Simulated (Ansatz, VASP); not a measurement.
Two plane-wave programs on ZnS

The input INCAR:

```
SYSTEM = ZnS
ALGO = Normal
EDIFF = 1E-6
ENCUT = 520
GGA = PE
ISIF = 2
ISMEAR = 0
LASPH = .True.
LCHARG = .False.
LREAL = .False.
LWAVE = .False.
NBANDS = 26
NELM = 80
PREC = Accurate
SIGMA = 0.05
```

KPOINTS

```
k-points
0
Gamma
  9 9 4
  0 0 0
```

File POSCAR:

```
ZnS
1.0
    3.6884088784      0.0000000000      0.0000000000
   -1.8442044392      3.1942557882      0.0000000000
    0.0000000000      0.0000000000      6.8523260142
Zn S
2 2
Direct
    0.3333333333      0.6666666667      0.0052003725
    0.6666666667      0.3333333333      0.5052003725
    0.3333333333      0.6666666667      0.4194587200
    0.6666666667      0.3333333333      0.9194587200
```

Input for Ansatz:

```yaml
crystal:
  lattice:
    - [3.6884088784, 0.0, 0.0]
    - [-1.8442044392, 3.1942557882, 0.0]
    - [0.0, 0.0, 6.8523260142]
  atoms:
    - { symbol: Zn, position: [0.3333333333, 0.6666666667, 0.0052003725] }
    - { symbol: Zn, position: [0.6666666667, 0.3333333333, 0.5052003725] }
    - { symbol: S, position: [0.3333333333, 0.6666666667, 0.41945872] }
    - { symbol: S, position: [0.6666666667, 0.3333333333, 0.91945872] }
basis:
  ecutwfc: 520.0
kpoints:
  mp_grid: { grid: [9, 9, 4] }
hamiltonian:
  xc: pbe
scf:
  occupations: { method: gaussian, width: 0.05 }
output:
  forces: true
  stress: true
  eigenvalues: true
  write_density: true
  write_potential: true
  elf: true
  volumetric_format: npy
```

Alike in both runs: task single point; functional PBE; k mesh 9 × 9 × 4; occupations gaussian, width 0.05 eV; no spin polarisation.

|  | VASP | Ansatz |
| --- | --- | --- |
| version | VASP 6.6.1 | Ansatz 0.2.0 |
| potentials or method | VASP PAW PBE potentials, release 64 (Zn, S), cutoff 520 eV | scalar-relativistic, plane waves, PAW |
| valence electrons in the cell | 36 | 36 |

Ansatz gave:

* gap on the k mesh at the Fermi level (eV): 2.22
* least direct gap on the mesh (eV): 2.22
* pressure (GPa): 6.9
* traceless stress, the component that is largest in VASP (GPa): -10.25
* rms of the force components (eV/Å): 0.455

Problem. Estimate VASP's values.

Solution. gap on the k mesh at the Fermi level (eV): 2.22; least direct gap on the mesh (eV): 2.22; pressure (GPa): 7.0; traceless stress, the component that is largest in VASP (GPa): -10.37; rms of the force components (eV/Å): 0.464.

Atom by atom the forces differ by 0.008 eV/Å (rms over components).
